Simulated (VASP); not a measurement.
Here is a VASP 6.6.1 calculation.

The input INCAR:

```
  PREC = Accurate
  ENCUT = 520
  EDIFF = 1E-6
  ISMEAR = 0
  SIGMA = 0.1
  LREAL = False
  LASPH = True
  NELM = 100
  ALGO = Fast
  ISIF = 2
  LWAVE = False
  LCHARG = True
  LDIPOL = True
  IDIPOL = 3
  DIPOL = 0.5 0.5 0.500
  GGA = PE
  LELF = True
  LVHAR = True
  LVACPOTAV = True
  NBANDS = 50
```

Contents of KPOINTS:

```
regular mesh
0
Gamma
  5 5 1
```

POSCAR

```
K
1.0
    4.7684341314      0.0000000000      0.0000000000
   -2.3842170657      4.1295850941      0.0000000000
    0.0000000000      0.0000000000     46.3984024600
K
9
Direct
    0.6666666700      0.3333333400      0.1616434964
    0.0000000000      0.0000000000      0.2462326223
    0.3333333300      0.6666666600      0.3308217482
    0.0000000000      0.0000000000      0.4154108741
    0.6666666700      0.3333333400      0.5000000000
    0.0000000000      0.0000000000      0.5845891259
    0.3333333300      0.6666666600      0.6691782518
    0.0000000000      0.0000000000      0.7537673777
    0.6666666700      0.3333333400      0.8383565036
```

Potentials or basis: VASP PAW PBE potentials, release 64 (K_sv).

The run is started by

```console
$ cat potpaw_PBE.64/K_sv/POTCAR > POTCAR
$ mpirun -np 1 vasp_std > vasp.out
```

Task: Predict the band gap on the k mesh.

Result: Zero (an odd number of electrons rules out a gap without spin polarisation).

Task: What does it give for the largest force?

Result: 0.044 eV/Å.

Forces on the atoms (eV/Å):
```
K    0.000  0.000  0.044
K    0.000  0.000 -0.032
K    0.000  0.000  0.010
K    0.000  0.000 -0.003
K    0.000  0.000  0.000
K    0.000  0.000  0.003
K    0.000  0.000 -0.010
K    0.000  0.000  0.032
K    0.000  0.000 -0.044
```
